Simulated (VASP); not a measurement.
# MnSi (P2_13) in VASP: single point with PBE

Aim: the single point of MnSi with PBE.

Everything below comes from runs of VASP 6.6.1. Logs are shortened: lines on timing, memory, paths and dates and some standing lists are left out, and cuts for length are marked.

## (1) The cell of the first run

The structure is cubic, space group P2_13 (No. 198). Conventional cell: a = 4.472 Å, b = 4.472 Å, c = 4.472 Å, α = 90.00°, β = 90.00°, γ = 90.00°. Within 3.0 Å of Mn (site symmetry 3) lie 7 Si at 2.26 to 2.49 Å and 6 Mn at 2.74 Å. Si (site symmetry 3) has 7 Mn at 2.26 to 2.49 Å and 6 Si at 2.76 Å within 3.0 Å.

## (2) Single point, PBE, collinear spin, ferromagnetic start (11.18 Å³/atom)

Input file INCAR:

```
SYSTEM = MnSi
ALGO = Normal
EDIFF = 1E-6
ENCUT = 520
GGA = PE
ISIF = 2
ISMEAR = 0
ISPIN = 2
LASPH = .True.
LCHARG = .False.
LMAXMIX = 4
LORBIT = 11
LREAL = .False.
LWAVE = .False.
MAGMOM = 1.09 1.09 1.09 1.09 0 0 0 0
NBANDS = 48
NELM = 150
PREC = Accurate
SIGMA = 0.1
```

Input file KPOINTS:

```
k-points
0
Gamma
  8 8 8
  0 0 0
```

Input file POSCAR:

```
MnSi
1.0
    4.4721054255      0.0000000000      0.0000000000
    0.0000000000      4.4721054255      0.0000000000
    0.0000000000      0.0000000000      4.4721054255
Mn Si
4 4
Direct
    0.1372923196      0.1372923196      0.1372923196
    0.8627076804      0.6372923196      0.3627076804
    0.3627076804      0.8627076804      0.6372923196
    0.6372923196      0.3627076804      0.8627076804
    0.8455380200      0.8455380200      0.8455380200
    0.1544619800      0.3455380200      0.6544619800
    0.6544619800      0.1544619800      0.3455380200
    0.3455380200      0.6544619800      0.1544619800
```

Potentials or basis: VASP PAW PBE potentials, release 64 (Mn_pv, Si).

Launch:

```console
> cat potpaw_PBE.64/Mn_pv/POTCAR potpaw_PBE.64/Si/POTCAR > POTCAR
> mpirun -np 1 vasp_std > vasp.out
```

OUTCAR:

```text
SYSTEM = MnSi
   EDIFF = 1E-6
   ENCUT = 520
   GGA = PE
   ISIF = 2
   ISMEAR = 0
   ISPIN = 2
   LASPH = .True.
   LORBIT = 11
   LREAL = .False.
   NELM = 150
   PREC = Accurate

 ion  position               nearest neighbor table
   1  0.137  0.137  0.137-   5 2.26   6 2.35   7 2.35   8 2.35   8 2.49   6 2.49   7 2.49   3 2.74
                             4 2.74   2 2.74   3 2.74   2 2.74   4 2.74
   2  0.863  0.637  0.363-   6 2.26   5 2.35   7 2.35   8 2.35   7 2.49   5 2.49   8 2.49   1 2.74
                             4 2.74   3 2.74   1 2.74   3 2.74   4 2.74
   3  0.363  0.863  0.637-   7 2.26   6 2.35   5 2.35   8 2.35   8 2.49   6 2.49   5 2.49   1 2.74
                             1 2.74   4 2.74   2 2.74   2 2.74   4 2.74
   4  0.637  0.363  0.863-   8 2.26   6 2.35   7 2.35   5 2.35   6 2.49   7 2.49   5 2.49   1 2.74
                             2 2.74   2 2.74   3 2.74   3 2.74   1 2.74
   5  0.846  0.846  0.846-   1 2.26   2 2.35   3 2.35   4 2.35   4 2.49   2 2.49   3 2.49   6 2.76
                             7 2.76   8 2.76   7 2.76   6 2.76   8 2.76
   6  0.154  0.346  0.654-   2 2.26   1 2.35   3 2.35   4 2.35   3 2.49   1 2.49   4 2.49   8 2.76
                             5 2.76   8 2.76   5 2.76   7 2.76   7 2.76
   7  0.654  0.154  0.346-   3 2.26   2 2.35   1 2.35   4 2.35   4 2.49   2 2.49   1 2.49   8 2.76
                             5 2.76   5 2.76   8 2.76   6 2.76   6 2.76
   8  0.346  0.654  0.154-   4 2.26   2 2.35   3 2.35   1 2.35   2 2.49   3 2.49   1 2.49   7 2.76
                             5 2.76   6 2.76   6 2.76   7 2.76   5 2.76

  LATTYP: Found a simple cubic cell.
 ALAT       =     4.4721054255

  Lattice vectors:

 A1 = (   4.4721054255,   0.0000000000,   0.0000000000)
 A2 = (   0.0000000000,   4.4721054255,   0.0000000000)
 A3 = (   0.0000000000,   0.0000000000,   4.4721054255)

Analysis of symmetry for initial positions (statically):
=====================================================================
 Subroutine PRICEL returns:
 Original cell was already a primitive cell.

 Routine SETGRP: Setting up the symmetry group for a
 simple cubic supercell.

 Subroutine GETGRP returns: Found 12 space group operations
 (whereof  3 operations were pure point group operations)
 out of a pool of 48 trial point group operations.

The static configuration has the point symmetry C_3 .
 The point group associated with its full space group is T   .

Analysis of symmetry for dynamics (positions and initial velocities):
=====================================================================
 Subroutine PRICEL returns:
 Original cell was already a primitive cell.

 Routine SETGRP: Setting up the symmetry group for a
 simple cubic supercell.

 Subroutine GETGRP returns: Found 12 space group operations
 (whereof  3 operations were pure point group operations)
 out of a pool of 48 trial point group operations.

The dynamic configuration has the point symmetry C_3 .
 The point group associated with its full space group is T   .

[... 178 lines left out ...]
 fundamental gap:      0.0275561398
 Fermi energy:        11.5526982541

 spin component 1

 k-point     1 :       0.0000    0.0000    0.0000
  band No.  band energies     occupation
      1     -36.8219      1.00000
      2     -36.8219      1.00000
      3     -36.8219      1.00000
      4     -36.7395      1.00000
      5     -36.7395      1.00000
      6     -36.7375      1.00000
[... 1165 lines left out ...]
     45      15.8970      0.00000
     46      16.6775      0.00000

 [... further k-points ...]

 spin component 2

 k-point     1 :       0.0000    0.0000    0.0000
  band No.  band energies     occupation
      1     -35.8611      1.00000
      2     -35.8611      1.00000
      3     -35.8611      1.00000
      4     -35.7636      1.00000
      5     -35.6485      1.00000
      6     -35.6485      1.00000
[... 1165 lines left out ...]
     45      16.3427      0.00000
     46      17.0144      0.00000

 [... further k-points ...]

 [bands above 46 left out]

------------------------ aborting loop because EDIFF is reached ----------------------------------------

  FORCE on cell =-STRESS in cart. coord.  units (eV):
  Direction    XX          YY          ZZ          XY          YZ          ZX
  --------------------------------------------------------------------------------------
  -------------------------------------------------------------------------------------
  Total        3.7089889      3.7089889      3.7089889     -0.0000000     -0.0000000      0.0000000
  in kB       66.4400600     66.4400600     66.4400600     -0.0000000     -0.0000000      0.0000000
  external PRESSURE =      66.4400600 kB  Pullay stress =       0.0000000 kB

 VOLUME and BASIS-vectors are now :
 -----------------------------------------------------------------------------
  energy-cutoff  :      520.00
  volume of cell :       89.44
      direct lattice vectors                 reciprocal lattice vectors
     4.472105425  0.000000000  0.000000000     0.223608324  0.000000000  0.000000000
     0.000000000  4.472105425  0.000000000     0.000000000  0.223608324  0.000000000
     0.000000000  0.000000000  4.472105425     0.000000000  0.000000000  0.223608324

 POSITION                                       TOTAL-FORCE (eV/Angst)
 -----------------------------------------------------------------------------------
      0.61399      0.61399      0.61399         0.007802      0.007802      0.007802
      3.85812      2.85004      1.62207        -0.007802      0.007802     -0.007802
      1.62207      3.85812      2.85004        -0.007802     -0.007802      0.007802
      2.85004      1.62207      3.85812         0.007802     -0.007802     -0.007802
      3.78134      3.78134      3.78134        -0.000073     -0.000073     -0.000073
      0.69077      1.54528      2.92682         0.000073     -0.000073      0.000073
      2.92682      0.69077      1.54528         0.000073      0.000073     -0.000073
      1.54528      2.92682      0.69077        -0.000073      0.000073      0.000073
 -----------------------------------------------------------------------------------
    total drift:                               -0.000001     -0.000001     -0.000000

  FREE ENERGIE OF THE ION-ELECTRON SYSTEM (eV)
  ---------------------------------------------------
  free  energy   TOTEN  =       -61.3863294838 eV

  energy  without entropy=      -61.3645426112  energy(sigma->0) =      -61.37543605

 total charge

# of ion       s       p       d       tot
------------------------------------------
    1        0.344   6.409   5.321  12.074
    2        0.344   6.409   5.321  12.074
    3        0.344   6.409   5.321  12.074
    4        0.344   6.409   5.321  12.074
    5        0.744   0.925   0.000   1.670
    6        0.744   0.925   0.000   1.670
    7        0.744   0.925   0.000   1.670
    8        0.744   0.925   0.000   1.670
--------------------------------------------------
tot          4.354  29.337  21.284  54.975

 magnetization (x)

# of ion       s       p       d       tot
------------------------------------------
    1        0.001   0.007   0.993   1.001
    2        0.001   0.007   0.993   1.001
    3        0.001   0.007   0.993   1.001
    4        0.001   0.007   0.993   1.001
    5       -0.012  -0.033   0.000  -0.045
    6       -0.012  -0.033   0.000  -0.045
    7       -0.012  -0.033   0.000  -0.045
    8       -0.012  -0.033   0.000  -0.045
--------------------------------------------------
tot         -0.045  -0.102   3.973   3.826
```

stdout:

```text
POSCAR found type information on POSCAR MnSi
 POSCAR found :  2 types and       8 ions
 scaLAPACK will be used
 LDA part: xc-table for (Slater+PW92), standard interpolation
 POSCAR, INCAR and KPOINTS ok, starting setup
 FFT: planning ... GRIDC
 FFT: planning ... GRID_SOFT
 FFT: planning ... GRID
 WAVECAR not read
 entering main loop
```

Run time: 15 min. Hardware: 1 thread of AMD EPYC 7R13, shared host; peak memory 0.38 GiB.

What came out:

| Quantity | Value |
| --- | --- |
| Free energy | -61.3863 eV |
| Pressure | 6.6 GPa |
| Largest force | 0.014 eV/Å |
| Net moment | 3.80 μB per cell |
| Site moments | Mn +1.00; Si -0.04 μB |
| Valence electrons inside the program's atomic spheres | Mn 12.07; Si 1.67 |

Forces in eV/Å, atoms in the order of the input:
```
Mn   0.008  0.008  0.008
Mn  -0.008  0.008 -0.008
Mn  -0.008 -0.008  0.008
Mn   0.008 -0.008 -0.008
Si   0.000  0.000  0.000
Si   0.000  0.000  0.000
Si   0.000  0.000  0.000
Si   0.000  0.000  0.000
```

Caveat: the cell stands under pressure.
